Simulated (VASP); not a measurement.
# Tm3F (Fm-3m) in VASP: notebook, part 2 of 3

VASP 6.6.1. Earlier steps stand in the parts before.

**4. Relaxation of cell and atoms, PBE**

INCAR

```
PREC = Accurate
ENCUT = 600
EDIFF = 1E-7
ISMEAR = 0
SIGMA = 0.1
LREAL = F
LASPH = T
NELM = 200
ALGO = Normal
ISIF = 3
LWAVE = F
LCHARG = F
GGA = PE
IBRION = 2
NSW = 90
EDIFFG = -0.04
GGA_COMPAT = F
NELMIN = 4
LMAXMIX = 6
```

KPOINTS

```
regular mesh
0
Gamma
  4 4 4
```

POSCAR

```
Tm3F
1.0
    0.0000000000      3.4885238000      3.4885238000
    3.4885238000      0.0000000000      3.4885238000
    3.4885238000      3.4885238000      0.0000000000
Tm F
3 1
Direct
    0.2500000000      0.2500000000      0.2500000000
    0.7500000000      0.7500000000      0.7500000000
    0.0000000000      0.0000000000      0.0000000000
    0.5000000000      0.5000000000      0.5000000000
```

Potentials or basis: VASP PAW PBE potentials, release 64 (Tm_3, F), 4f in core.

The run is started by

```console
$ cat potpaw_PBE.64/Tm_3/POTCAR potpaw_PBE.64/F/POTCAR > POTCAR
$ mpirun -np 1 vasp_std > vasp.out
```

OUTCAR:

```text
PREC = Accurate
   ENCUT = 600
   EDIFF = 1E-7
   ISMEAR = 0
   LREAL = F
   LASPH = T
   NELM = 200
   ISIF = 3
   GGA = PE
   IBRION = 2
   NSW = 90
   EDIFFG = -0.04
   NELMIN = 4

 ion  position               nearest neighbor table
   1  0.250  0.250  0.250-   3 3.02   3 3.02   3 3.02   3 3.02   2 3.49   2 3.49   2 3.49   2 3.49
                             2 3.49   2 3.49
   2  0.750  0.750  0.750-   3 3.02   3 3.02   3 3.02   3 3.02   1 3.49   1 3.49   1 3.49   1 3.49
                             1 3.49   1 3.49
   3  0.000  0.000  0.000-   2 3.02   2 3.02   2 3.02   1 3.02   2 3.02   1 3.02   1 3.02   1 3.02

   4  0.500  0.500  0.500-

  LATTYP: Found a face centered cubic cell.
 ALAT       =     6.9770476000

  Lattice vectors:

 A1 = (   0.0000000000,   3.4885238000,   3.4885238000)
 A2 = (   3.4885238000,   0.0000000000,   3.4885238000)
 A3 = (   3.4885238000,   3.4885238000,   0.0000000000)

Analysis of symmetry for initial positions (statically):
=====================================================================
 Subroutine PRICEL returns:
 Original cell was already a primitive cell.

 Routine SETGRP: Setting up the symmetry group for a
 face centered cubic supercell.

 Subroutine GETGRP returns: Found 48 space group operations
 (whereof 48 operations were pure point group operations)
 out of a pool of 48 trial point group operations.

The static configuration has the point symmetry O_h .

Analysis of symmetry for dynamics (positions and initial velocities):
=====================================================================
 Subroutine PRICEL returns:
 Original cell was already a primitive cell.

 Routine SETGRP: Setting up the symmetry group for a
 face centered cubic supercell.

 Subroutine GETGRP returns: Found 48 space group operations
 (whereof 48 operations were pure point group operations)
 out of a pool of 48 trial point group operations.

The dynamic configuration has the point symmetry O_h .

 Subroutine INISYM returns: Found 48 space group operations
 (whereof 48 operations are pure point group operations),
 and found     1 'primitive' translations

[... 85 lines left out ...]
   IBRION =      2    ionic relax: 0-MD 1-quasi-New 2-CG
   NFREE  =      1    steps in history (QN), initial steepest desc. (CG)
   ISIF   =      3    stress and relaxation
   ISYM   =      2    0-nonsym 1-usesym 2-fastsym
   POTIM  = 0.5000    time-step for ionic-motion
   TEBEG  =    0.0;   TEEND  =   0.0 temperature during run
   PSTRESS=    0.0 pullay stress
   NELECT =      34.0000    total number of electrons
   NUPDOWN=      -1.0000    fix difference up-down
   EMIN   =  10.00;   EMAX   =-10.00  energy-range for DOS
   EFERMI =   0.00;   METHOD = LEGACY
   ISMEAR =     0;   SIGMA  =   0.10  broadening in eV -4-tet -1-fermi 0-gaus
   EFERMI_NEDOS =   21; number of points for ismear=-14 and -15
   IALGO  =     38    algorithm
   IMIX   =      4    mixing-type and parameters
     AMIX     =   0.40;   BMIX     =  1.00
     AMIX_MAG =   1.60;   BMIX_MAG =  1.00
  volume/ion in A,a.u.               =      21.23       143.25
  Fermi-wavevector in a.u.,A,eV,Ry     =   1.206654  2.280246 19.810274  1.456014
  Thomas-Fermi vector in A             =   2.342315
   LORBIT       =      0    0 simple, 1 ext, 2 COOP (PROOUT), +10 PAW based schemes
   GGA     = PE    functional components
   LHFCALC =     F    Hartree Fock is set to
   AEXX    =    0.0000 exact exchange contribution
   IVDW    =     0    specifies the selected vdW correction
   LEPSILON=     F    determine dielectric tensor
   LRPA    =     F    only Hartree local field effects (RPA)
 conjugate gradient relaxation of ions
 non-spin polarized calculation
 Gauss-broadening in eV      SIGMA  =   0.10
  energy-cutoff  :      600.00
  volume of cell :       84.91
 maximum number of plane-waves:      2874
   NGX = 19   NGY = 19   NGZ = 19

--------------------------------------- Ionic step        1  -------------------------------------------

 number of electron      34.0000008 magnetization

 Free energy of the ion-electron system (eV)
  ---------------------------------------------------
  ext. energy  EPLUGINS =         0.00000000
  ---------------------------------------------------
  free energy    TOTEN  =       -14.93810371 eV

  energy without entropy =      -14.89614205  energy(sigma->0) =      -14.91712288

 E-fermi :   3.6296     XC(G=0): -10.5552

 val. band max:        3.5634732805   @ k =   0.5000   0.0000   0.0000
 cond. band min:       3.6450085129   @ k =   0.2500   0.0000   0.0000
 fundamental gap:      0.0815352324
 Fermi energy:         3.6295705482

 k-point     1 :       0.0000    0.0000    0.0000
  band No.  band energies     occupation
      1     -21.8595      2.00000
      2     -21.8595      2.00000
      3     -21.8595      2.00000
      4     -21.7540      2.00000
      5     -21.7540      2.00000
      6     -21.7540      2.00000
[... 256 lines left out ...]
--------------------------------------- Ionic step        3  -------------------------------------------

 number of electron      34.0000017 magnetization

 Free energy of the ion-electron system (eV)
  ---------------------------------------------------
  ext. energy  EPLUGINS =         0.00000000
  ---------------------------------------------------
  free energy    TOTEN  =       -15.57933167 eV

  energy without entropy =      -15.52017510  energy(sigma->0) =      -15.54975339

 E-fermi :   2.4867     XC(G=0):  -9.5893

 val. band max:        2.4819343412   @ k =   0.5000   0.2500   0.0000
 cond. band min:       2.5005448005   @ k =   0.5000   0.2500   0.0000
 fundamental gap:      0.0186104593
 Fermi energy:         2.4866758681

 k-point     1 :       0.0000    0.0000    0.0000
  band No.  band energies     occupation
      1     -23.4530      2.00000
      2     -23.4530      2.00000
      3     -23.4530      2.00000
      4     -23.4315      2.00000
      5     -23.4315      2.00000
      6     -23.4315      2.00000
[... 212 lines left out ...]
  FREE ENERGIE OF THE ION-ELECTRON SYSTEM (eV)
  ---------------------------------------------------
  free  energy   TOTEN  =       -15.5793316723 eV

  energy  without entropy=      -15.5201751039  energy(sigma->0) =      -15.54975339

 reached required accuracy - stopping structural energy minimisation
```

Wall time 52 s (1 thread of Intel Xeon 6975P-C (Granite Rapids), shared host); peak memory 0.24 GiB.

What came out:

| Quantity | Value |
| --- | --- |
| Free energy | -15.5793 eV |
| Relaxed volume | 26.52 Å³/atom |
| Relaxed cell | a = 5.313 Å, b = 5.313 Å, c = 5.313 Å, α = 60.00°, β = 60.00°, γ = 60.00° |
| Space group after relaxing (to 0.1 Å) | Fm-3m (No. 225) |
| Energy gained by relaxing | 160.3 meV/atom |
| Ionic steps | 3 |
| Pressure after relaxing | 0.0 GPa |
| Band gap on the k mesh | zero (bands 17 and 18 overlap by 0.84 eV) |

Step by step:
| step | energy change (eV) | largest force (eV/Å) | pressure (GPa) | volume (Å³) |
| --- | --- | --- | --- | --- |
| 1 | 0.0000 | 0.0000 | 11.46 | 84.91 |
| 2 | -0.6402 | 0.0000 | 0.34 | 104.97 |
| 3 | -0.6412 | 0.0000 | -0.04 | 106.06 |

Final structure:
```
Tm F
1.0
     0.00000    3.75701    3.75701
     3.75701    0.00000    3.75701
     3.75701    3.75701    0.00000
Tm F
3 1
Direct
  0.25000 0.25000 0.25000
  0.75000 0.75000 0.75000
  0.00000 0.00000 0.00000
  0.50000 0.50000 0.50000
```

Caveat: the k points lie up to 0.36 Å⁻¹ apart in the final cell, too coarse for converged energies and pressures of a metal; the volume moved by over 15 % at a fixed basis, so the end points are rough; spin-orbit coupling is left out, which moves the levels of the heavy elements; the 4f electrons are frozen in the core, so they carry no moment and show no levels; the run has no spin polarisation, though such a crystal can be magnetic. With open d or f shells a metallic result of PBE can be an artefact of self-interaction; +U or a hybrid may open a gap.

[end of part 2 of 3]

The gap in the log of VASP goes by the Fermi energy; the results here count the filled bands.